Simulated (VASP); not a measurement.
# Br (Pm-3m) in VASP: a series of runs, part 2 of 2

VASP 6.6.1. The steps go on from the part before.

**3. Single point, PBE, collinear spin (strained)**

Input file INCAR:

```
SYSTEM = Br
PREC = Accurate ; ENCUT = 520
EDIFF = 1E-6 ; ISMEAR = 0
SIGMA = 0.1 ; LREAL = .False.
LASPH = .True. ; NELM = 150
ALGO = Fast ; ISIF = 2
LWAVE = .False. ; LCHARG = .False.
ISPIN = 2 ; MAGMOM = 1 1 1
LORBIT = 11 ; GGA = PE
NBANDS = 22
```

Input file KPOINTS:

```
Automatic mesh
0
Gamma
  10 10 10
  0 0 0
```

Input file POSCAR:

```
Br
1.0
    4.6691796677      0.0000000000      0.0000000000
    0.0000000000      4.6691796677      0.0000000000
    0.0000000000      0.0000000000      4.6691796677
Br
3
Direct
    0.5000000000      0.0000000000      0.0000000000
    0.0000000000      0.5000000000      0.0000000000
    0.0000000000      0.0000000000      0.5000000000
```

Potentials or basis: VASP PAW PBE potentials, release 64 (Br).

On the command line:

```bash
$ cat potpaw_PBE.64/Br/POTCAR > POTCAR
$ mpirun -np 1 vasp_std > vasp.out
```

OUTCAR:

```text
SYSTEM = Br
   PREC = Accurate
   ENCUT = 520
   EDIFF = 1E-6
   ISMEAR = 0
   LREAL = .False.
   LASPH = .True.
   NELM = 150
   ISIF = 2
   ISPIN = 2
   LORBIT = 11
   GGA = PE

 ion  position               nearest neighbor table
   1  0.500  0.000  0.000-
   2  0.000  0.500  0.000-
   3  0.000  0.000  0.500-

  LATTYP: Found a simple cubic cell.
 ALAT       =     4.6691796677

  Lattice vectors:

 A1 = (   4.6691796677,   0.0000000000,   0.0000000000)
 A2 = (   0.0000000000,   4.6691796677,   0.0000000000)
 A3 = (   0.0000000000,   0.0000000000,   4.6691796677)
[... 1420 lines left out ...]
  energy-cutoff  :      520.00
  volume of cell :      101.79
      direct lattice vectors                 reciprocal lattice vectors
     4.669179668  0.000000000  0.000000000     0.214170383  0.000000000  0.000000000
     0.000000000  4.669179668  0.000000000     0.000000000  0.214170383  0.000000000
     0.000000000  0.000000000  4.669179668     0.000000000  0.000000000  0.214170383

 POSITION                                       TOTAL-FORCE (eV/Angst)
 -----------------------------------------------------------------------------------
      2.33459      0.00000      0.00000         0.000000      0.000000      0.000000
      0.00000      2.33459      0.00000         0.000000      0.000000      0.000000
      0.00000      0.00000      2.33459         0.000000      0.000000      0.000000
 -----------------------------------------------------------------------------------
    total drift:                                0.000000      0.000000     -0.000000

  FREE ENERGIE OF THE ION-ELECTRON SYSTEM (eV)
  ---------------------------------------------------
  free  energy   TOTEN  =        -3.1296394527 eV

  energy  without entropy=       -3.0998038476  energy(sigma->0) =       -3.11472165

 total charge

# of ion       s       p       d       tot
------------------------------------------
    1        1.644   3.009   0.013   4.666
    2        1.644   3.009   0.013   4.666
    3        1.644   3.009   0.013   4.666
--------------------------------------------------
tot          4.932   9.026   0.038  13.997

 magnetization (x)

# of ion       s       p       d       tot
------------------------------------------
    1        0.016   0.416   0.001   0.433
    2        0.016   0.416   0.001   0.433
    3        0.016   0.416   0.001   0.433
--------------------------------------------------
tot          0.048   1.247   0.003   1.298
```

OSZICAR:

```text
N       E                     dE             d eps       ncg     rms          rms(c)
DAV:   1     0.126758594723E+03    0.12676E+03   -0.84287E+03  4928   0.793E+02
DAV:   2     0.618022259595E+01   -0.12058E+03   -0.11648E+03  6576   0.151E+02
DAV:   3    -0.297891857982E+01   -0.91591E+01   -0.90178E+01  6220   0.458E+01
DAV:   4    -0.306283482973E+01   -0.83916E-01   -0.83878E-01  6174   0.517E+00
DAV:   5    -0.306346752370E+01   -0.63269E-03   -0.63268E-03  6552   0.453E-01    0.555E+00
RMM:   6    -0.312228475776E+01   -0.58817E-01   -0.90756E-02  4941   0.204E+00    0.347E+00
RMM:   7    -0.313958513332E+01   -0.17300E-01   -0.58727E-02  5181   0.165E+00    0.106E+00
RMM:   8    -0.313025676937E+01    0.93284E-02   -0.93523E-03  5462   0.691E-01    0.296E-01
RMM:   9    -0.312961309946E+01    0.64367E-03   -0.87368E-04  6077   0.198E-01    0.754E-02
RMM:  10    -0.312963669617E+01   -0.23597E-04   -0.16278E-04  5896   0.795E-02    0.438E-02
RMM:  11    -0.312963440283E+01    0.22933E-05   -0.31454E-05  6307   0.322E-02    0.118E-02
RMM:  12    -0.312963751550E+01   -0.31127E-05   -0.41059E-06  6056   0.119E-02    0.872E-03
RMM:  13    -0.312963913495E+01   -0.16194E-05   -0.25986E-06  5469   0.987E-03    0.244E-03
RMM:  14    -0.312963945274E+01   -0.31779E-06   -0.93749E-07  4897   0.684E-03
   1 F= -.31296395E+01 E0= -.31147217E+01  d E =-.298356E-01  mag=     1.6303
```

stdout:

```text
POSCAR found type information on POSCAR Br
 POSCAR found :  1 types and       3 ions
 scaLAPACK will be used
 LDA part: xc-table for (Slater+PW92), standard interpolation
 POSCAR, INCAR and KPOINTS ok, starting setup
 FFT: planning ... GRIDC
 FFT: planning ... GRID_SOFT
 FFT: planning ... GRID
 WAVECAR not read
 entering main loop
```

Wall time 5.3 min (1 thread of Oxide Virtual Turin-like, shared host); peak memory 0.3 GiB.

Results:

| Property | Result |
| --- | --- |
| Free energy | -3.1296 eV |
| Pressure | -1.0 GPa |
| Net moment | 1.63 μB per cell |
| Site moments | Br +0.43 μB |
| Valence electrons inside the program's atomic spheres | Br 4.67 |

Levels at points of the mesh, in eV from the Fermi level:
Spin up:
```
           k point  band 8  band 9  band 10  band 11  band 12  band 13  band 14  band 15
(0.00, 0.00, 0.00)   -1.02   -1.02     0.08     0.08     0.08     5.30     7.15     8.35
(0.50, 0.00, 0.00)   -1.70   -1.70    -1.41    -0.27    -0.27     7.46     8.15     9.32
(0.50, 0.50, 0.00)   -1.81   -1.64    -1.64    -0.05     0.30     8.27     8.96    10.17
(0.50, 0.50, 0.50)   -0.01   -0.01     0.31     0.31     0.31     5.82     9.33     9.33
```
Spin down:
```csv
k point,band 7,band 8,band 9,band 10,band 11,band 12,band 13,band 14
"(0.00, 0.00, 0.00)",-0.62,-0.62,-0.62,0.64,0.64,0.64,5.47,7.33
"(0.50, 0.00, 0.00)",-1.46,-1.32,-1.32,-1.03,0.26,0.26,7.63,8.33
"(0.50, 0.50, 0.00)",-1.44,-1.44,-1.26,-1.26,0.63,0.73,8.41,9.11
"(0.50, 0.50, 0.50)",-3.08,0.67,0.67,0.74,0.74,0.74,5.95,9.54
```

Caveat: the cell differs from its parent crystal (strained).
